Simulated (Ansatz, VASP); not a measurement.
**Two plane-wave programs on Ga4SbP3**

```
P Ga Sb
1.0
     4.01810    0.00000    0.00000
     0.00000    4.01810    0.00000
     0.00000    0.00000   11.35564
P Ga Sb
3 4 1
Direct
  0.00000 0.00000 0.23602
  0.50000 0.50000 0.00000
  0.00000 0.00000 0.76398
  0.00000 0.50000 0.11783
  0.50000 0.00000 0.88217
  0.00000 0.50000 0.64612
  0.50000 0.00000 0.35388
  0.50000 0.50000 0.50000
```

Alike in both runs: task single point; functional PBE; k mesh 6 × 6 × 2; no spin polarisation.

```csv
,VASP,Ansatz
version,VASP 6.6.1,Ansatz 0.2.0
potentials or method,"VASP PAW PBE potentials, release 64 (P, Ga_d, Sb)","plane waves, PAW"
plane-wave cutoff (eV),520,420
occupations,"gaussian, width 0.01 eV",fixed
valence electrons in the cell,72,82
```

|  | VASP | Ansatz | Ansatz less VASP |
| --- | --- | --- | --- |
| gap on the k mesh at the Fermi level (eV) | 0.50 | 0.51 | +0.007 |
| pressure (GPa) | 0.0 | 0.0 | -0.03 |

VASP's potentials hold 72 valence electrons a cell and Ansatz's 82, so a difference there can come from the potentials and not from the codes.

Spin-orbit coupling is off throughout.
